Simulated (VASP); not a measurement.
# Sc3Al (P4mm) in VASP: notebook, part 2 of 2

VASP 6.6.1.

## 3. Single point, PBEsol (atoms displaced along a vibrational mode)

INCAR reads:

```
  ALGO = Fast
  EDIFF = 1E-6
  ENCUT = 520
  GGA = PS
  ISIF = 2
  ISMEAR = 0
  LASPH = True
  LCHARG = True
  LELF = True
  LREAL = False
  LVHAR = True
  LWAVE = False
  NBANDS = 26
  NELM = 60
  PREC = Accurate
  SIGMA = 0.15
```

KPOINTS reads:

```
k-points
0
Gamma
  12 12 12
```

POSCAR reads:

```
Sc3Al
1.0
    4.3747949987      0.0000000000      0.0000000000
    0.0000000000      4.3747949987      0.0000000000
    0.0000000000      0.0000000000      4.3747949987
Sc Al
3 1
Direct
    0.5000000000      0.0342873209      0.5000000000
    0.0000000000      0.4840120127      0.5000000000
    0.5000000000      0.4840120127      0.0000000000
    0.0000000000     -0.0038511024      0.0000000000
```

Potentials or basis: VASP PAW PBE potentials, release 64 (Sc_sv, Al).

Launch:

```
cat potpaw_PBE.64/Sc_sv/POTCAR potpaw_PBE.64/Al/POTCAR > POTCAR
mpirun -np 1 vasp_std > vasp.out
```

OUTCAR:

```text
EDIFF = 1E-6
   ENCUT = 520
   GGA = PS
   ISIF = 2
   ISMEAR = 0
   LASPH = True
   LREAL = False
   NELM = 60
   PREC = Accurate

 ion  position               nearest neighbor table
   1  0.500  0.034  0.500-   2 2.94   3 2.94   3 2.94   2 2.94   4 3.10   4 3.10   4 3.10   4 3.10
                             2 3.25   3 3.25   3 3.25   2 3.25
   2  0.000  0.484  0.500-   1 2.94   1 2.94   4 3.06   4 3.06   3 3.09   3 3.09   3 3.09   3 3.09
                             4 3.13   4 3.13   1 3.25   1 3.25
   3  0.500  0.484  0.000-   1 2.94   1 2.94   4 3.06   4 3.06   2 3.09   2 3.09   2 3.09   2 3.09
                             4 3.13   4 3.13   1 3.25   1 3.25
   4  0.000  0.996  0.000-   2 3.06   3 3.06   2 3.06   3 3.06   1 3.10   1 3.10   1 3.10   1 3.10
                             2 3.13   3 3.13   2 3.13   3 3.13

  LATTYP: Found a simple cubic cell.
 ALAT       =     4.3747949987

  Lattice vectors:

 A1 = (   4.3747949987,   0.0000000000,   0.0000000000)
 A2 = (   0.0000000000,   4.3747949987,   0.0000000000)
 A3 = (   0.0000000000,   0.0000000000,   4.3747949987)

Analysis of symmetry for initial positions (statically):
=====================================================================
 Subroutine PRICEL returns:
 Original cell was already a primitive cell.

 Routine SETGRP: Setting up the symmetry group for a
 simple cubic supercell.

 Subroutine GETGRP returns: Found  8 space group operations
 (whereof  8 operations were pure point group operations)
 out of a pool of 48 trial point group operations.

The static configuration has the point symmetry C_4v.

Analysis of symmetry for dynamics (positions and initial velocities):
=====================================================================
 Subroutine PRICEL returns:
 Original cell was already a primitive cell.

 Routine SETGRP: Setting up the symmetry group for a
 simple cubic supercell.

 Subroutine GETGRP returns: Found  8 space group operations
 (whereof  8 operations were pure point group operations)
 out of a pool of 48 trial point group operations.

The dynamic configuration has the point symmetry C_4v.

 Subroutine INISYM returns: Found  8 space group operations
 (whereof  8 operations are pure point group operations),
 and found     1 'primitive' translations

----------------------------------------------------------------------------------------

                                     Primitive cell

  volume of cell :      83.7285

  direct lattice vectors                    reciprocal lattice vectors
     4.374794999  0.000000000  0.000000000     0.228582139  0.000000000  0.000000000
     0.000000000  4.374794999  0.000000000     0.000000000  0.228582139  0.000000000
     0.000000000  0.000000000  4.374794999     0.000000000  0.000000000  0.228582139

  length of vectors
     4.374794999  4.374794999  4.374794999     0.228582139  0.228582139  0.228582139

  position of ions in fractional coordinates (direct lattice)
     0.500000000  0.034287321  0.500000000
     0.000000000  0.484012013  0.500000000
     0.500000000  0.484012013  0.000000000
     0.000000000  0.996148898  0.000000000

  ion indices of the primitive-cell ions
   primitive index   ion index
                 1           1
                 2           2
                 3           3
                 4           4

----------------------------------------------------------------------------------------

 KPOINTS: k-points

Automatic generation of k-mesh.
 Grid dimensions read from file:
 generate k-points for:   12   12   12

 Generating k-lattice:

  Cartesian coordinates                     Fractional coordinates (reciprocal lattice)
     0.019048512  0.000000000  0.000000000     0.083333333  0.000000000  0.000000000
     0.000000000  0.019048512  0.000000000     0.000000000  0.083333333  0.000000000
     0.000000000  0.000000000  0.019048512     0.000000000  0.000000000  0.083333333

  Length of vectors
     0.019048512  0.019048512  0.019048512

  Shift w.r.t. Gamma in fractional coordinates (k-lattice)
     0.000000000  0.000000000  0.000000000

 Subroutine IBZKPT returns following result:
 ===========================================

 Found    196 irreducible k-points:

 Following reciprocal coordinates:
            Coordinates               Weight
  0.000000  0.000000  0.000000      1.000000
  0.083333  0.000000  0.000000      4.000000
  0.000000  0.083333  0.000000      2.000000
  0.166667  0.000000  0.000000      4.000000
  0.000000  0.166667  0.000000      2.000000
  0.250000  0.000000  0.000000      4.000000
[... 16 lines left out ...]
  0.000000  0.333333  0.083333      8.000000
  0.083333  0.000000  0.333333      8.000000
 [... further k-points ...]
   k-points           NKPTS =    196   k-points in BZ     NKDIM =    196   number of bands    NBANDS=     26
   number of dos      NEDOS =    301   number of ions     NIONS =      4
   total plane-waves  NPLWV =  46656
   dimension x,y,z NGX =    36 NGY =   36 NGZ =   36
   dimension x,y,z NGXF=    72 NGYF=   72 NGZF=   72
   ions per type =               3   1
   NGX,Y,Z   is equivalent  to a cutoff of  13.68, 13.68, 13.68 a.u.
   NGXF,Y,Z  is equivalent  to a cutoff of  27.36, 27.36, 27.36 a.u.
 SYSTEM =  unknown system
   PREC   = accura    normal or accurate (medium, high low for compatibility)
   ISTART =      0    job   : 0-new  1-cont  2-samecut
   ICHARG =      2    charge: 1-file 2-atom 10-const
   ISPIN  =      1    spin polarized calculation?
   LNONCOLLINEAR =      F non collinear calculations
   LSORBIT =      F    spin-orbit coupling
   LASPH  =      T    aspherical Exc in radial PAW
   ENCUT  =  520.0 eV  38.22 Ry    6.18 a.u.   8.13  8.13  8.13*2*pi/ulx,y,z
   NELM   =     60;   NELMIN=  2; NELMDL= -5     # of ELM steps
   EDIFF  = 0.1E-05   stopping-criterion for ELM
   LREAL  =      F    real-space projection
[... 7 lines left out ...]
   TEBEG  =    0.0;   TEEND  =   0.0 temperature during run
   PSTRESS=    0.0 pullay stress
   NELECT =      36.0000    total number of electrons
   NUPDOWN=      -1.0000    fix difference up-down
   EMIN   =  10.00;   EMAX   =-10.00  energy-range for DOS
   EFERMI =   0.00;   METHOD = LEGACY
   ISMEAR =     0;   SIGMA  =   0.15  broadening in eV -4-tet -1-fermi 0-gaus
   EFERMI_NEDOS =   21; number of points for ismear=-14 and -15
   IALGO  =     68    algorithm
   IMIX   =      4    mixing-type and parameters
     AMIX     =   0.40;   BMIX     =  1.00
     AMIX_MAG =   1.60;   BMIX_MAG =  1.00
  volume/ion in A,a.u.               =      20.93       141.26
  Fermi-wavevector in a.u.,A,eV,Ry     =   1.235619  2.334982 20.772758  1.526755
  Thomas-Fermi vector in A             =   2.370261
   LORBIT       =      0    0 simple, 1 ext, 2 COOP (PROOUT), +10 PAW based schemes
   GGA     = PS    functional components
   LHFCALC =     F    Hartree Fock is set to
   AEXX    =    0.0000 exact exchange contribution
   IVDW    =     0    specifies the selected vdW correction
   LEPSILON=     F    determine dielectric tensor
   LRPA    =     F    only Hartree local field effects (RPA)
 non-spin polarized calculation
 RMM-DIIS sequential band-by-band and
 Gauss-broadening in eV      SIGMA  =   0.15
  energy-cutoff  :      520.00
  volume of cell :       83.73
 maximum number of plane-waves:      2301
 NGX is ok and might be reduce to    36
   NGX = 17   NGY = 17   NGZ = 17

 number of electron      35.9999996 magnetization

 Free energy of the ion-electron system (eV)
  ---------------------------------------------------
  ext. energy  EPLUGINS =         0.00000000
  ---------------------------------------------------
  free energy    TOTEN  =       -24.80010514 eV

  energy without entropy =      -24.73411508  energy(sigma->0) =      -24.76711011

 E-fermi :   4.8199     XC(G=0): -10.3521

 val. band max:        4.8138281614   @ k =   0.2500   0.1667   0.0833
 cond. band min:       4.8287202246   @ k =   0.2500   0.4167   0.3333
 fundamental gap:      0.0148920632
 Fermi energy:         4.8199446242

 k-point     1 :       0.0000    0.0000    0.0000
  band No.  band energies     occupation
      1     -44.2586      2.00000
      2     -44.1284      2.00000
      3     -44.1256      2.00000
      4     -23.1952      2.00000
      5     -23.1952      2.00000
      6     -23.1904      2.00000
[... 18 lines left out ...]
     25       7.3430      0.00000
     26       8.5626      0.00000
[... 644 lines left out ...]
      4     -23.1667      2.00000
      5     -23.1326      2.00000
      6     -23.0864      2.00000
[... 18 lines left out ...]
     25       7.7759      0.00000
     26       8.1207      0.00000

 [... further k-points ...]
[... 5 lines left out ...]
  --------------------------------------------------------------------------------------
  -------------------------------------------------------------------------------------
  Total        0.3814260      0.2481538      0.3814260      0.0000000      0.0000000      0.0000000
  in kB        7.2987374      4.7485208      7.2987374      0.0000000      0.0000000      0.0000000
  external PRESSURE =       6.4486652 kB  Pullay stress =       0.0000000 kB

 VOLUME and BASIS-vectors are now :
 -----------------------------------------------------------------------------
  energy-cutoff  :      520.00
  volume of cell :       83.73
      direct lattice vectors                 reciprocal lattice vectors
     4.374794999  0.000000000  0.000000000     0.228582139  0.000000000  0.000000000
     0.000000000  4.374794999  0.000000000     0.000000000  0.228582139  0.000000000
     0.000000000  0.000000000  4.374794999     0.000000000  0.000000000  0.228582139

 POSITION                                       TOTAL-FORCE (eV/Angst)
 -----------------------------------------------------------------------------------
      2.18740      0.15000      2.18740         0.000000     -1.570065      0.000000
      0.00000      2.11745      2.18740         0.000000      0.739557      0.000000
      2.18740      2.11745      0.00000        -0.000000      0.739557     -0.000000
      0.00000      4.35795      0.00000         0.000000      0.090951      0.000000
 -----------------------------------------------------------------------------------
    total drift:                                0.000000     -0.000379     -0.000000

  FREE ENERGIE OF THE ION-ELECTRON SYSTEM (eV)
  ---------------------------------------------------
  free  energy   TOTEN  =       -24.8001051443 eV

  energy  without entropy=      -24.7341150814  energy(sigma->0) =      -24.76711011
```

stdout:

```text
POSCAR found type information on POSCAR ScAl
 POSCAR found :  2 types and       4 ions
 scaLAPACK will be used
 -----------------------------------------------------------------------------
|                                                                             |
|                                                                             |
|     You enforced a specific xc type in the INCAR file but a different       |
|     I HOPE YOU KNOW WHAT YOU ARE DOING!                                     |
|                                                                             |
 -----------------------------------------------------------------------------

 LDA part: xc-table for (Slater+PW92), standard interpolation
 POSCAR, INCAR and KPOINTS ok, starting setup
 FFT: planning ... GRIDC
 FFT: planning ... GRID_SOFT
 FFT: planning ... GRID
 WAVECAR not read
 entering main loop
```

Run time: 3.4 min. Hardware: 1 thread of Intel Xeon 6975P-C (Granite Rapids), shared host; peak memory 0.47 GiB.

What came out:

```yaml
Free_energy: -24.8001 eV
Pressure: 0.6 GPa
Largest_force: 1.570 eV/Å
Band_gap_on_the_k_mesh: zero (bands 18 and 19 overlap by 1.31 eV)
```

Forces in eV/Å, atoms in the order of the input:
```
Sc   0.000 -1.570  0.000
Sc   0.000  0.740  0.000
Sc   0.000  0.740  0.000
Al   0.000  0.091  0.000
```

Caveat: the cell differs from its parent crystal (atoms displaced along a vibrational mode); the PAW data sets were made with another functional, which shifts forces and pressure a little.
